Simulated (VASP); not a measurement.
Write the native input for VASP 6.6.1 that does the following.

- Task: single point
- Functional: PBE
- Potentials or basis: VASP PAW PBE potentials, release 64 (In_d, As)
- Cutoff: 520 eV
- k mesh: 12 × 12 × 6
- Occupations: gaussian, width 0.1 eV
- Spin: no spin polarisation
- Dipole correction: no
- Further INCAR settings: ALGO = Normal; EDIFF = 1e-06; NBANDS = 32

The structure of InAs2 lies in POSCAR:

```
InAs2
1.0
    3.7233436699      0.0000000000      0.0000000000
   -1.8616718349      3.2245102051      0.0000000000
    0.0000000000      0.0000000000     12.1005495241
In As
2 4
Direct
    0.0000000000      0.0000000000      0.2500000000
    0.0000000000      0.0000000000      0.7500000000
    0.3333333333      0.6666666667      0.4409667972
    0.6666666667      0.3333333333      0.9409667972
    0.3333333333      0.6666666667      0.0590332028
    0.6666666667      0.3333333333      0.5590332028
```

These files were run (other wordings do the same):

INCAR

```
SYSTEM = InAs2
PREC = Accurate
ENCUT = 520
EDIFF = 1E-6
ISMEAR = 0
SIGMA = 0.1
LREAL = .FALSE.
LASPH = .TRUE.
NELM = 60
ALGO = Normal
ISIF = 2
LWAVE = .FALSE.
LCHARG = .TRUE.
GGA = PE
LELF = .TRUE.
LVHAR = .TRUE.
NBANDS = 32
```

KPOINTS

```
regular mesh
0
G
  12 12 6
  0 0 0
```

Potentials or basis: VASP PAW PBE potentials, release 64 (In_d, As).

Command:

```console
$ cat potpaw_PBE.64/In_d/POTCAR potpaw_PBE.64/As/POTCAR > POTCAR
$ mpirun -np 1 vasp_std > vasp.out
```

Results of the run:

```json
{"Pressure": "0.1 GPa", "Largest force": "0.036 eV/Å", "Band gap on the k mesh": "zero (band 23 reaches 7.33 eV, above the bottom of band 24 at 4.41 eV)"}
```

Caveat: spin-orbit coupling is left out, which moves the levels of the heavy elements.

Run time: 9.3 min on 1 thread of AMD EPYC 7R13, with other jobs on the host, peak memory 0.42 GiB.
